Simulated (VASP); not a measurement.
# S: single point with PBEsol

S:

```
S
1.0
     0.00000    1.96740    1.96740
     1.96740    0.00000    1.96740
     1.96740    1.96740    0.00000
S
1
Direct
  0.00000 0.00000 0.00000
```

```json
{
  "Program": "VASP 6.6.1",
  "Task": "single point",
  "Functional": "PBEsol",
  "Potentials or basis": "VASP PAW PBE potentials, release 64 (S)",
  "Cutoff": "520 eV",
  "k mesh": "12 × 12 × 12",
  "Occupations": "methfessel-paxton, width 0.1 eV",
  "Spin": "no spin polarisation"
}
```

```json
{
  "Pressure": "-1.3 GPa",
  "Band gap on the k mesh": "zero (band 3 reaches 11.41 eV, above the bottom of band 4 at 5.23 eV)"
}
```

Levels at points of the mesh, in eV from the Fermi level:
| k point | band 1 | band 2 | band 3 | band 4 | band 5 | band 6 | band 7 | band 8 |
| --- | --- | --- | --- | --- | --- | --- | --- | --- |
| (0.00, 0.00, 0.00) | -17.12 | 3.45 | 3.45 | 3.45 | 12.14 | 12.14 | 12.14 | 14.85 |
| (0.50, 0.00, 0.00) | -12.72 | -7.81 | 2.07 | 2.07 | 9.54 | 11.32 | 11.32 | 17.11 |
| (0.50, 0.50, 0.00) | -10.94 | -6.75 | -0.85 | -0.85 | 5.18 | 5.66 | 22.36 | 23.75 |

It took 5.8 s on 1 thread of Intel(R) Xeon(R) Platinum 8488C (Sapphire Rapids), on a shared host, peak memory 0.13 GiB.

Caveat: the PAW data sets were made with another functional, which shifts forces and pressure a little.
